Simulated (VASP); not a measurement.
Write the native input for VASP 6.6.1 that does the following.

```yaml
Task: single point
Functional: PBE
Potentials_or_basis: VASP PAW PBE potentials, release 64 (Ge_d, Cl)
Cutoff: 520 eV
k_mesh: 6 × 6 × 6
Occupations: gaussian, width 0.02 eV
Spin: no spin polarisation
Dipole_correction: no
Further_INCAR_settings: ALGO = Normal; EDIFF = 1e-06; NBANDS = 21
```

The structure of GeCl2 lies in POSCAR:

```
GeCl2
1.0
    0.0000000000      3.2761877106      3.2761877106
    3.2761877106      0.0000000000      3.2761877106
    3.2761877106      3.2761877106      0.0000000000
Ge Cl
1 2
Direct
    0.0000000000      0.0000000000      0.0000000000
    0.2500000000      0.2500000000      0.2500000000
    0.7500000000      0.7500000000      0.7500000000
```

One way to write it, as run:

INCAR

```
ALGO = Normal
EDIFF = 1E-6
ENCUT = 520
GGA = PE
ISIF = 2
ISMEAR = 0
LASPH = True
LCHARG = False
LREAL = False
LWAVE = False
NBANDS = 21
NELM = 60
PREC = Accurate
SIGMA = 0.02
```

KPOINTS

```
k-points
0
Gamma
  6 6 6
```

Potentials or basis: VASP PAW PBE potentials, release 64 (Ge_d, Cl).

Command:

```console
$ cat potpaw_PBE.64/Ge_d/POTCAR potpaw_PBE.64/Cl/POTCAR > POTCAR
$ mpirun -np 1 vasp_std > vasp.out
```

Results of the run:

- Pressure: 1.3 GPa
- Band gap on the k mesh: 2.62 eV (least direct gap 3.17 eV)

Run time: 17 s on 1 thread of Intel(R) Xeon(R) Platinum 8488C (Sapphire Rapids) (shared host), peak memory 0.2 GiB.
